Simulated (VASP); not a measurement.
The system is ZrB.

```
CELL_PARAMETERS angstrom
3.47376 0.00000 0.00000
1.73688 3.00837 0.00000
1.73688 1.00279 2.83631
ATOMIC_POSITIONS crystal
Zr 0.50000 0.50000 0.50000
B 0.00000 0.00000 0.00000
```

```yaml
Program: VASP 6.6.1
Task: relaxation of cell and atoms
Functional: LDA
Potentials_or_basis: VASP PAW LDA potentials, release 64 (Zr_sv, B)
Cutoff: 500 eV
k_mesh: 12 × 12 × 12
Occupations: methfessel-paxton, width 0.1 eV
Spin: no spin polarisation
```

At the start: pressure -7.8 GPa; volume 14.82 Å³/atom.

Task: How do energy, volume and symmetry change on relaxing?

Result: Over 3 steps the energy falls by 17.6 meV/atom and the volume is 14.13 Å³/atom (-4.6 %); space group Fm-3m (No. 225, to 0.05 Å).

Step by step:
```csv
step,energy change (eV),largest force (eV/Å),pressure (GPa),volume (Å³)
1,0.0000,0.0000,-7.77,29.64
2,0.0187,0.0000,11.42,26.66
3,-0.0352,0.0000,-0.11,28.26
```

Final structure:
```cif
data_structure
_symmetry_space_group_name_H-M 'P 1'
_symmetry_Int_Tables_number 1
_cell_length_a 3.4191
_cell_length_b 3.4191
_cell_length_c 3.4191
_cell_angle_alpha 60.000
_cell_angle_beta 60.000
_cell_angle_gamma 60.000
_cell_volume 28.26
loop_
_atom_site_label
_atom_site_type_symbol
_atom_site_fract_x
_atom_site_fract_y
_atom_site_fract_z
_atom_site_occupancy
Zr1 Zr 0.50000 0.50000 0.50000 1
B1 B 0.00000 0.00000 0.00000 1
```
